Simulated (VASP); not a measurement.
# NaF2 (P6/mmm) in VASP: notebook

NaF2 is run at these levels: PBE; tasks: single point.

All numbers are computed with VASP 6.6.1; they aren't measurements. Logs are shortened: lines on timing, memory, paths and dates and some standing lists are left out, and cuts for length are marked.

### Step 1. The cell of the first run

Symmetry: P6/mmm, No. 191, hexagonal system. Conventional cell: a = 3.829 Å, b = 3.829 Å, c = 3.083 Å, α = 90.00°, β = 90.00°, γ = 120.00°. Within 3.6 Å of Na (site symmetry 6/mmm) lie 12 F at 2.70 Å and 2 Na at 3.08 Å. Within 2.9 Å of F (site symmetry -6m2) lie 3 F at 2.21 Å and 6 Na at 2.70 Å.

### Step 2. Single point, PBE, collinear spin, ferromagnetic start

The input, INCAR:

```
SYSTEM = NaF2
ALGO = Normal ; EDIFF = 1E-7
ENCUT = 520 ; GGA = PE
ISIF = 2 ; ISMEAR = 0
ISPIN = 2 ; LASPH = .True.
LCHARG = .True. ; LELF = .True.
LORBIT = 11 ; LREAL = .False.
LVHAR = .True. ; LWAVE = .False.
MAGMOM = 0 0.52 0.52 ; NBANDS = 22
NELM = 150 ; PREC = Accurate
SIGMA = 0.1
```

The input, KPOINTS:

```
k-points
0
Gamma
  6 6 4
  0 0 0
```

The input, POSCAR:

```
NaF2
1.0
    3.8293040740      0.0000000000      0.0000000000
   -1.9146520370      3.3162746069      0.0000000000
    0.0000000000      0.0000000000      3.0833155097
Na F
1 2
Direct
    0.0000000000      0.0000000000      0.0000000000
    0.3333333333      0.6666666667      0.5000000000
    0.6666666667      0.3333333333      0.5000000000
```

Potentials or basis: VASP PAW PBE potentials, release 64 (Na_pv, F).

On the command line:

```bash
$ cat potpaw_PBE.64/Na_pv/POTCAR potpaw_PBE.64/F/POTCAR > POTCAR
$ mpirun -np 1 vasp_std > vasp.out
```

OUTCAR:

```text
SYSTEM = NaF2
   EDIFF = 1E-7
   ENCUT = 520
   GGA = PE
   ISIF = 2
   ISMEAR = 0
   ISPIN = 2
   LASPH = .True.
   LORBIT = 11
   LREAL = .False.
   NELM = 150
   PREC = Accurate

 ion  position               nearest neighbor table
   1  0.000  0.000  0.000-
   2  0.333  0.667  0.500-
   3  0.667  0.333  0.500-

  LATTYP: Found a hexagonal cell.
 ALAT       =     3.8293040740
 C/A-ratio  =     0.8051895201

  Lattice vectors:

 A1 = (   3.8293040740,   0.0000000000,   0.0000000000)
 A2 = (  -1.9146520370,   3.3162746069,   0.0000000000)
 A3 = (   0.0000000000,   0.0000000000,   3.0833155097)

Analysis of symmetry for initial positions (statically):
=====================================================================
 Subroutine PRICEL returns:
 Original cell was already a primitive cell.

 Routine SETGRP: Setting up the symmetry group for a
 hexagonal supercell.

 Subroutine GETGRP returns: Found 24 space group operations
 (whereof 24 operations were pure point group operations)
 out of a pool of 24 trial point group operations.

The static configuration has the point symmetry D_6h.

Analysis of symmetry for dynamics (positions and initial velocities):
=====================================================================
 Subroutine PRICEL returns:
 Original cell was already a primitive cell.

 Routine SETGRP: Setting up the symmetry group for a
 hexagonal supercell.

 Subroutine GETGRP returns: Found 24 space group operations
 (whereof 24 operations were pure point group operations)
 out of a pool of 24 trial point group operations.

The dynamic configuration has the point symmetry D_6h.

Analysis of structural, dynamic, and magnetic symmetry:
=====================================================================
 Subroutine PRICEL returns:
 Original cell was already a primitive cell.

 Routine SETGRP: Setting up the symmetry group for a
 hexagonal supercell.

 Subroutine GETGRP returns: Found 24 space group operations
 (whereof 24 operations were pure point group operations)
 out of a pool of 24 trial point group operations.

The overall configuration has the point symmetry D_6h.

 Subroutine INISYM returns: Found 24 space group operations
 (whereof 24 operations are pure point group operations),
 and found     1 'primitive' translations

----------------------------------------------------------------------------------------

                                     Primitive cell
[... 112 lines left out ...]
  Thomas-Fermi vector in A             =   2.459215
   LORBIT       =     11    0 simple, 1 ext, 2 COOP (PROOUT), +10 PAW based schemes
   GGA     = PE    functional components
   LHFCALC =     F    Hartree Fock is set to
   AEXX    =    0.0000 exact exchange contribution
   IVDW    =     0    specifies the selected vdW correction
   LEPSILON=     F    determine dielectric tensor
   LRPA    =     F    only Hartree local field effects (RPA)
 spin polarized calculation
 Gauss-broadening in eV      SIGMA  =   0.10
  energy-cutoff  :      520.00
  volume of cell :       39.16
 maximum number of plane-waves:      1068
   NGX = 15   NGY = 15   NGZ = 11

 number of electron      21.0000001 magnetization       0.9999857

 Free energy of the ion-electron system (eV)
  ---------------------------------------------------
  ext. energy  EPLUGINS =         0.00000000
  ---------------------------------------------------
  free energy    TOTEN  =        -9.72758243 eV

  energy without entropy =       -9.72475978  energy(sigma->0) =       -9.72617110

 E-fermi :  -1.8005     XC(G=0):  -8.9128

 val. band max:       -1.8184646776   @ k =   0.0000   0.0000   0.2500
 cond. band min:      -1.7821816129   @ k =   0.0000   0.0000   0.5000
 fundamental gap:      0.0362830647
 Fermi energy:        -1.8004972511

 spin component 1

 k-point     1 :       0.0000    0.0000    0.0000
  band No.  band energies     occupation
      1     -23.5482      1.00000
      2     -22.5761      1.00000
      3     -22.5591      1.00000
      4     -22.5591      1.00000
      5     -21.8262      1.00000
      6      -5.3355      1.00000
[... 514 lines left out ...]
     21      24.2063      0.00000
     22      24.2063      0.00000
 Fermi energy:        -1.8004972511

 spin component 2

 k-point     1 :       0.0000    0.0000    0.0000
  band No.  band energies     occupation
      1     -22.6784      1.00000
      2     -22.5806      1.00000
      3     -22.5616      1.00000
      4     -22.5616      1.00000
      5     -20.8780      1.00000
      6      -4.3302      1.00000
[... 514 lines left out ...]
     21      24.3738      0.00000
     22      24.3738      0.00000

------------------------ aborting loop because EDIFF is reached ----------------------------------------

  FORCE on cell =-STRESS in cart. coord.  units (eV):
  Direction    XX          YY          ZZ          XY          YZ          ZX
  --------------------------------------------------------------------------------------
  -------------------------------------------------------------------------------------
  Total       -0.0352440     -0.0352440     -0.0177708      0.0000000     -0.0000000      0.0000000
  in kB       -1.4421390     -1.4421390     -0.7271588      0.0000000     -0.0000000      0.0000000
  external PRESSURE =      -1.2038123 kB  Pullay stress =       0.0000000 kB

 VOLUME and BASIS-vectors are now :
 -----------------------------------------------------------------------------
  energy-cutoff  :      520.00
  volume of cell :       39.16
      direct lattice vectors                 reciprocal lattice vectors
     3.829304074  0.000000000  0.000000000     0.261144057  0.150771591  0.000000000
    -1.914652037  3.316274607  0.000000000     0.000000000  0.301543183  0.000000000
     0.000000000  0.000000000  3.083315510     0.000000000  0.000000000  0.324326199

 POSITION                                       TOTAL-FORCE (eV/Angst)
 -----------------------------------------------------------------------------------
      0.00000      0.00000      0.00000        -0.000000      0.000000      0.000000
     -0.00000      2.21085      1.54166        -0.000000     -0.000000      0.000000
      1.91465      1.10542      1.54166         0.000000      0.000000      0.000000
 -----------------------------------------------------------------------------------
    total drift:                               -0.000000      0.000000     -0.000000

  FREE ENERGIE OF THE ION-ELECTRON SYSTEM (eV)
  ---------------------------------------------------
  free  energy   TOTEN  =        -9.7275824287 eV

  energy  without entropy=       -9.7247597774  energy(sigma->0) =       -9.72617110

 total charge

# of ion       s       p       d       tot
------------------------------------------
    1        0.023   5.964   0.000   5.987
    2        1.754   4.189   0.000   5.943
    3        1.754   4.189   0.000   5.943
--------------------------------------------------
tot          3.531  14.343   0.000  17.874

 magnetization (x)

# of ion       s       p       d       tot
------------------------------------------
    1       -0.002  -0.001   0.000  -0.004
    2        0.002   0.468   0.000   0.470
    3        0.002   0.468   0.000   0.470
--------------------------------------------------
tot          0.002   0.935   0.000   0.937
```

OSZICAR:

```text
N       E                     dE             d eps       ncg     rms          rms(c)
DAV:   1     0.184731942577E+03    0.18473E+03   -0.10703E+04  1910   0.106E+03
DAV:   2     0.256052242901E+01   -0.18217E+03   -0.17214E+03  1960   0.344E+02
DAV:   3    -0.100104931914E+02   -0.12571E+02   -0.12434E+02  2210   0.799E+01
DAV:   4    -0.101545271186E+02   -0.14403E+00   -0.14401E+00  2070   0.906E+00
DAV:   5    -0.101559459434E+02   -0.14188E-02   -0.14188E-02  2174   0.898E-01    0.456E+00
DAV:   6    -0.974206594250E+01    0.41388E+00   -0.98589E-01  2144   0.705E+00    0.165E+00
DAV:   7    -0.972912060206E+01    0.12945E-01   -0.58170E-02  2144   0.273E+00    0.101E+00
DAV:   8    -0.972066203733E+01    0.84586E-02   -0.20904E-02  2190   0.190E+00    0.551E-01
DAV:   9    -0.972703238492E+01   -0.63703E-02   -0.62921E-03  2084   0.117E+00    0.121E-01
DAV:  10    -0.972746070208E+01   -0.42832E-03   -0.86648E-04  2222   0.206E-01    0.622E-02
DAV:  11    -0.972757031628E+01   -0.10961E-03   -0.10288E-04  1884   0.907E-02    0.211E-02
DAV:  12    -0.972758208920E+01   -0.11773E-04   -0.89185E-06  2276   0.249E-02    0.376E-03
DAV:  13    -0.972758184184E+01    0.24736E-06   -0.77893E-07  2072   0.123E-02    0.207E-03
DAV:  14    -0.972758247834E+01   -0.63650E-06   -0.24035E-07  2044   0.509E-03    0.643E-04
DAV:  15    -0.972758242875E+01    0.49594E-07   -0.42424E-08  1736   0.209E-03
   1 F= -.97275824E+01 E0= -.97261711E+01  d E =-.282265E-02  mag=     1.0000
```

Wall time 14 s (1 thread of Intel Xeon 6975P-C (Granite Rapids), shared host); peak memory 0.16 GiB.

Results:

| Property | Result |
| --- | --- |
| Free energy | -9.7276 eV |
| Pressure | -0.1 GPa |
| Band gap on the k mesh | zero (filled and empty bands overlap) |
| Net moment | 1.00 μB per cell |
| Site moments | Na -0.00; F +0.47 μB |
| Valence electrons inside the program's atomic spheres | Na 5.99; F 5.94 |

Caveat: the k points lie up to 0.51 Å⁻¹ apart.

### Step 3. Single point, PBE, collinear spin, ferromagnetic start

The input, INCAR:

```
PREC = Accurate
ENCUT = 520
EDIFF = 1E-6
ISMEAR = 0
SIGMA = 0.1
LREAL = F
LASPH = T
NELM = 150
ALGO = Normal
ISIF = 2
LWAVE = F
LCHARG = F
ISPIN = 2
MAGMOM = 0 0.55 0.55
LORBIT = 11
GGA = PE
NBANDS = 22
```

The input, KPOINTS:

```
regular mesh
0
Gamma
  6 6 6
```

POSCAR is that of step 2.

Potentials or basis: VASP PAW PBE potentials, release 64 (Na_pv, F).

On the command line:

```bash
$ cat potpaw_PBE.64/Na_pv/POTCAR potpaw_PBE.64/F/POTCAR > POTCAR
$ mpirun -np 1 vasp_std > vasp.out
```

Run time: 14 s. Hardware: 1 thread of Intel Xeon 6975P-C (Granite Rapids), shared host; peak memory 0.17 GiB.

Results (log left out):

| Item | Value |
| --- | --- |
| Free energy | -9.7278 eV |
| Pressure | -0.1 GPa |
| Band gap on the k mesh | zero (filled and empty bands overlap) |
| Net moment | 1.00 μB per cell |
| Site moments | Na -0.00; F +0.47 μB |
| Valence electrons inside the program's atomic spheres | Na 5.99; F 5.94 |

Levels at points of the mesh, in eV from the Fermi level:
Spin up:
```csv
k point,band 7,band 8,band 9,band 10,band 11,band 12,band 13,band 14,band 15,band 16
"(0.00, 0.00, 0.00)",-3.54,-2.04,-1.21,-1.21,-0.80,5.76,13.84,16.05,16.05,18.13
"(0.50, 0.00, 0.00)",-3.49,-1.65,-1.50,-1.22,-0.63,8.92,9.98,13.95,15.39,20.49
"(0.00, 0.00, 0.50)",-3.37,-3.37,-1.36,-1.15,-1.15,10.26,10.32,16.54,16.54,18.15
"(0.50, 0.00, 0.50)",-3.20,-2.68,-2.07,-1.41,-0.58,11.21,11.86,12.69,14.68,16.36
```
Spin down:
```
           k point  band 7  band 8  band 9  band 10  band 11  band 12  band 13  band 14
(0.00, 0.00, 0.00)   -2.53   -1.66   -0.38    -0.05    -0.05     5.88    13.85    16.26
(0.50, 0.00, 0.00)   -2.54   -1.25   -0.81    -0.36     0.59     9.19    10.14    14.00
(0.00, 0.00, 0.50)   -2.34   -2.34   -0.97     0.02     0.02    10.38    10.46    16.55
(0.50, 0.00, 0.50)   -2.34   -2.19   -1.72    -0.25     0.65    11.26    12.08    12.80
```
